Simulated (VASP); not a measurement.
# AlIr (Pm-3m) in VASP: further runs

AlIr is run at these levels: LDA, LDA+U; tasks: single point, relaxation of cell and atoms.

Program: VASP 6.6.1. These are calculated values, not measurements. Logs are shortened: lines on timing, memory, paths and dates and some standing lists are left out, and cuts for length are marked.

## Step 1: The cell of the first run

Symmetry: Pm-3m, No. 221, cubic system. Conventional cell: a = 2.951 Å, b = 2.951 Å, c = 2.951 Å, α = 90.00°, β = 90.00°, γ = 90.00°. Within 3.4 Å of Al (site symmetry m-3m) lie 8 Ir at 2.56 Å and 6 Al at 2.95 Å. Ir (site symmetry m-3m) has 8 Al at 2.56 Å and 6 Ir at 2.95 Å within 3.4 Å.

## Step 2: Single point, LDA

File INCAR:

```
SYSTEM = AlIr
  ALGO = Normal
  EDIFF = 1E-6
  ENCUT = 520
  ISIF = 2
  ISMEAR = -1
  LASPH = .True.
  LCHARG = .True.
  LELF = .True.
  LREAL = .False.
  LVHAR = .True.
  LWAVE = .False.
  NBANDS = 13
  NELM = 60
  PREC = Accurate
  SIGMA = 0.1
```

File KPOINTS:

```
k-points
0
Gamma
  14 14 14
  0 0 0
```

File POSCAR:

```
AlIr
1.0
    2.9514184142      0.0000000000      0.0000000000
    0.0000000000      2.9514184142      0.0000000000
    0.0000000000      0.0000000000      2.9514184142
Al Ir
1 1
Direct
    0.0000000000      0.0000000000      0.0000000000
    0.5000000000      0.5000000000      0.5000000000
```

Potentials or basis: VASP PAW LDA potentials, release 64 (Al, Ir).

On the command line:

```sh
$ cat potpaw_LDA.64/Al/POTCAR potpaw_LDA.64/Ir/POTCAR > POTCAR
$ mpirun -np 1 vasp_std > vasp.out
```

OUTCAR:

```text
SYSTEM = AlIr
   EDIFF = 1E-6
   ENCUT = 520
   ISIF = 2
   ISMEAR = -1
   LASPH = .True.
   LREAL = .False.
   NELM = 60
   PREC = Accurate

 ion  position               nearest neighbor table
   1  0.000  0.000  0.000-   2 2.56   2 2.56   2 2.56   2 2.56   2 2.56   2 2.56   2 2.56   2 2.56

   2  0.500  0.500  0.500-   1 2.56   1 2.56   1 2.56   1 2.56   1 2.56   1 2.56   1 2.56   1 2.56

  LATTYP: Found a simple cubic cell.
 ALAT       =     2.9514184142

  Lattice vectors:

 A1 = (   2.9514184142,   0.0000000000,   0.0000000000)
 A2 = (   0.0000000000,   2.9514184142,   0.0000000000)
 A3 = (   0.0000000000,   0.0000000000,   2.9514184142)

Analysis of symmetry for initial positions (statically):
=====================================================================
 Subroutine PRICEL returns:
 Original cell was already a primitive cell.

 Routine SETGRP: Setting up the symmetry group for a
 simple cubic supercell.

 Subroutine GETGRP returns: Found 48 space group operations
 (whereof 48 operations were pure point group operations)
 out of a pool of 48 trial point group operations.

The static configuration has the point symmetry O_h .

Analysis of symmetry for dynamics (positions and initial velocities):
=====================================================================
 Subroutine PRICEL returns:
 Original cell was already a primitive cell.

 Routine SETGRP: Setting up the symmetry group for a
 simple cubic supercell.

 Subroutine GETGRP returns: Found 48 space group operations
 (whereof 48 operations were pure point group operations)
 out of a pool of 48 trial point group operations.

The dynamic configuration has the point symmetry O_h .

 Subroutine INISYM returns: Found 48 space group operations
 (whereof 48 operations are pure point group operations),
 and found     1 'primitive' translations

----------------------------------------------------------------------------------------

                                     Primitive cell

  volume of cell :      25.7094

  direct lattice vectors                    reciprocal lattice vectors
     2.951418414  0.000000000  0.000000000     0.338820140  0.000000000  0.000000000
     0.000000000  2.951418414  0.000000000     0.000000000  0.338820140  0.000000000
     0.000000000  0.000000000  2.951418414     0.000000000  0.000000000  0.338820140

  length of vectors
     2.951418414  2.951418414  2.951418414     0.338820140  0.338820140  0.338820140

  position of ions in fractional coordinates (direct lattice)
     0.000000000  0.000000000  0.000000000
     0.500000000  0.500000000  0.500000000

  ion indices of the primitive-cell ions
   primitive index   ion index
                 1           1
                 2           2

[... 85 lines left out ...]
   EFERMI =   0.00;   METHOD = LEGACY
   ISMEAR =    -1;   SIGMA  =   0.10  broadening in eV -4-tet -1-fermi 0-gaus
   EFERMI_NEDOS =   21; number of points for ismear=-14 and -15
   IALGO  =     38    algorithm
   IMIX   =      4    mixing-type and parameters
     AMIX     =   0.40;   BMIX     =  1.00
     AMIX_MAG =   1.60;   BMIX_MAG =  1.00
  volume/ion in A,a.u.               =      12.85        86.75
  Fermi-wavevector in a.u.,A,eV,Ry     =   1.269905  2.399772 21.941543  1.612658
  Thomas-Fermi vector in A             =   2.402921
   LORBIT       =      0    0 simple, 1 ext, 2 COOP (PROOUT), +10 PAW based schemes
   GGA     = CA    functional components
   LHFCALC =     F    Hartree Fock is set to
   AEXX    =    0.0000 exact exchange contribution
   IVDW    =     0    specifies the selected vdW correction
   LEPSILON=     F    determine dielectric tensor
   LRPA    =     F    only Hartree local field effects (RPA)
 non-spin polarized calculation
  energy-cutoff  :      520.00
  volume of cell :       25.71
 maximum number of plane-waves:       739
 NGX is ok and might be reduce to    24
   NGX = 11   NGY = 11   NGZ = 11

 number of electron      11.9999999 magnetization

 Free energy of the ion-electron system (eV)
  ---------------------------------------------------
  ext. energy  EPLUGINS =         0.00000000
  ---------------------------------------------------
  free energy    TOTEN  =       -16.45455256 eV

  energy without entropy =      -16.43796319  energy(sigma->0) =      -16.44625787

 E-fermi :  11.3924     XC(G=0): -13.0224

 val. band max:       11.2939205188   @ k =   0.5000   0.4286   0.0714
 cond. band min:      11.3984937464   @ k =   0.4286   0.4286   0.0000
 fundamental gap:      0.1045732277
 Fermi energy:        11.3924240460

 k-point     1 :       0.0000    0.0000    0.0000
  band No.  band energies     occupation
      1      -1.2842      2.00000
      2       5.1545      2.00000
      3       5.1545      2.00000
      4       9.5017      2.00000
      5       9.5017      2.00000
      6       9.5017      2.00000
      7      15.7207      0.00000
      8      15.7207      0.00000
      9      15.7207      0.00000
     10      21.4742      0.00000
     11      21.4742      0.00000
     12      23.4947      0.00000
     13      30.0035      0.00000
[... 354 lines left out ...]
  band No.  band energies     occupation
      1       1.8766      2.00000
      2       4.8582      2.00000
      3       6.3555      2.00000
      4       7.4326      2.00000
      5       7.9052      2.00000
      6       8.8801      2.00000
      7      12.2056      0.00059
      8      15.8941      0.00000
      9      18.7302      0.00000
     10      20.7850      0.00000
     11      22.7298      0.00000
     12      24.3333      0.00000
     13      26.2701      0.00000

 [... further k-points ...]

------------------------ aborting loop because EDIFF is reached ----------------------------------------

  FORCE on cell =-STRESS in cart. coord.  units (eV):
  Direction    XX          YY          ZZ          XY          YZ          ZX
  --------------------------------------------------------------------------------------
  -------------------------------------------------------------------------------------
  Total        1.0214098      1.0214098      1.0214098     -0.0000000      0.0000000     -0.0000000
  in kB       63.6529105     63.6529105     63.6529105     -0.0000000      0.0000000     -0.0000000
  external PRESSURE =      63.6529105 kB  Pullay stress =       0.0000000 kB

 VOLUME and BASIS-vectors are now :
 -----------------------------------------------------------------------------
  energy-cutoff  :      520.00
  volume of cell :       25.71
      direct lattice vectors                 reciprocal lattice vectors
     2.951418414  0.000000000  0.000000000     0.338820140  0.000000000  0.000000000
     0.000000000  2.951418414  0.000000000     0.000000000  0.338820140  0.000000000
     0.000000000  0.000000000  2.951418414     0.000000000  0.000000000  0.338820140

 POSITION                                       TOTAL-FORCE (eV/Angst)
 -----------------------------------------------------------------------------------
      0.00000      0.00000      0.00000         0.000000      0.000000      0.000000
      1.47571      1.47571      1.47571         0.000000      0.000000      0.000000
 -----------------------------------------------------------------------------------
    total drift:                                0.000000     -0.000000     -0.000000

  FREE ENERGIE OF THE ION-ELECTRON SYSTEM (eV)
  ---------------------------------------------------
  free  energy   TOTEN  =       -16.4545525567 eV

  energy  without entropy=      -16.4379631894  energy(sigma->0) =      -16.44625787
```

OSZICAR:

```text
N       E                     dE             d eps       ncg     rms          rms(c)
DAV:   1     0.586728387314E+02    0.58673E+02   -0.52650E+03  3168   0.830E+02
DAV:   2    -0.149161692394E+02   -0.73589E+02   -0.64162E+02  3220   0.198E+02
DAV:   3    -0.171676632750E+02   -0.22515E+01   -0.22344E+01  4034   0.393E+01
DAV:   4    -0.171965665951E+02   -0.28903E-01   -0.28896E-01  3425   0.431E+00
DAV:   5    -0.171973124575E+02   -0.74586E-03   -0.74585E-03  4050   0.741E-01    0.153E+01
DAV:   6    -0.165464445847E+02    0.65087E+00   -0.25405E+00  3767   0.164E+01    0.335E+00
DAV:   7    -0.164824547218E+02    0.63990E-01   -0.75737E-02  3655   0.278E+00    0.230E+00
DAV:   8    -0.164548657692E+02    0.27589E-01   -0.13520E-02  3545   0.829E-01    0.243E-01
DAV:   9    -0.164545571190E+02    0.30865E-03   -0.45259E-04  4036   0.164E-01    0.105E-01
DAV:  10    -0.164545534518E+02    0.36672E-05   -0.34231E-05  3715   0.608E-02    0.649E-03
DAV:  11    -0.164545525567E+02    0.89507E-06   -0.18389E-06  3377   0.147E-02
   1 F= -.16454553E+02 E0= -.16446258E+02  d E =-.165894E-01
```

Wall time 23 s (1 thread of AMD EPYC 7R43 (Zen 3), shared host); peak memory 0.12 GiB.

Results:

```
Free energy            : -16.4546 eV
Pressure               : 6.4 GPa
Band gap on the k mesh : zero (band 6 reaches 12.71 eV, above the bottom of band 7 at 11.13 eV)
```

Levels at points of the mesh, in eV from the Fermi level:
```csv
k point,band 3,band 4,band 5,band 6,band 7,band 8,band 9,band 10
"(0.00, 0.00, 0.00)",-6.24,-1.89,-1.89,-1.89,4.33,4.33,4.33,10.08
"(0.50, 0.00, 0.00)",-5.41,-3.95,-3.95,-1.58,0.29,5.86,9.26,9.26
"(0.50, 0.50, 0.00)",-3.48,-3.48,-3.38,-3.38,-0.26,2.39,5.48,9.19
"(0.50, 0.50, 0.50)",-7.14,-0.14,-0.14,1.11,2.02,2.02,2.02,6.94
```

Caveat: spin-orbit coupling is left out, which moves the levels of the heavy elements.

[end of part 1 of 2]
